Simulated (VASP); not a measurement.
Input of a VASP 6.6.1 run:

File INCAR:

```
PREC     = Accurate       # precision mode
ENCUT    = 520            # plane-wave cutoff, eV
EDIFF    = 1E-6           # SCF threshold, eV
ISMEAR   = -1             # smearing method
SIGMA    = 0.05           # smearing width, eV
LREAL    = False          # projectors in reciprocal space
LASPH    = True           # aspherical terms in the spheres
NELM     = 150            # most SCF steps
ALGO     = Normal         # electronic algorithm
ISIF     = 2              # what is computed and relaxed
LWAVE    = False          # write WAVECAR
LCHARG   = False          # write CHGCAR
ISPIN    = 2              # spin polarisation
MAGMOM   = 0 0.25 0.25 0.25 0 0 0 0 0 0 0 0.25 # initial moments
LORBIT   = 11             # projections on sites
GGA      = RE             # functional
NELECT   = 61.0         
NBANDS   = 46             # bands
```

File KPOINTS:

```
Automatic mesh
0
Gamma
  2 2 2
  0.5 0.5 0.5
```

POSCAR

```
Si4HO7
1.0
    4.1943470000      0.0000000000      0.0000000000
    0.0000000000      4.1943470000      0.0000000000
    0.0000000000      0.0000000000      5.3570950000
Si O H
4 7 1
Direct
    0.0018000000      0.0034690000      0.0021060000
    0.9998340000      0.0032460000      0.5022060000
    0.4956550000      0.5057230000      0.2452320000
    0.4913890000      0.4995380000      0.7514440000
    0.3003660000      0.3111780000      0.0067980000
    0.6921620000      0.6986830000      0.0041960000
    0.6866400000      0.7044520000      0.5020670000
    0.2011680000      0.8004720000      0.2512670000
    0.1983270000      0.8044930000      0.7461320000
    0.8080040000      0.1974570000      0.2531450000
    0.8044290000      0.1912120000      0.7519450000
    0.3047970000      0.3067700000      0.5016430000
```

Potentials or basis: VASP PAW PBE potentials, release 64 (Si, O, H).

The run is started by

```bash
$ cat potpaw_PBE.64/Si/POTCAR potpaw_PBE.64/O/POTCAR potpaw_PBE.64/H/POTCAR > POTCAR
$ mpirun -np 1 vasp_std > vasp.out
```

(1) Estimate the net moment.

(2) Predict the largest force.

(3) Predict the site moments.

## Answers

(1) 0.98 μB per cell.

(2) 3.950 eV/Å.

(3) Si +0.00, +0.13, +0.11, +0.12; O +0.03, -0.00, +0.04; H +0.01 μB.

Caveat: the k points lie up to 0.75 Å⁻¹ apart; the cell carries a net charge on a neutralising background, which shifts energy and pressure; the PAW data sets were made with another functional, which shifts forces and pressure a little.
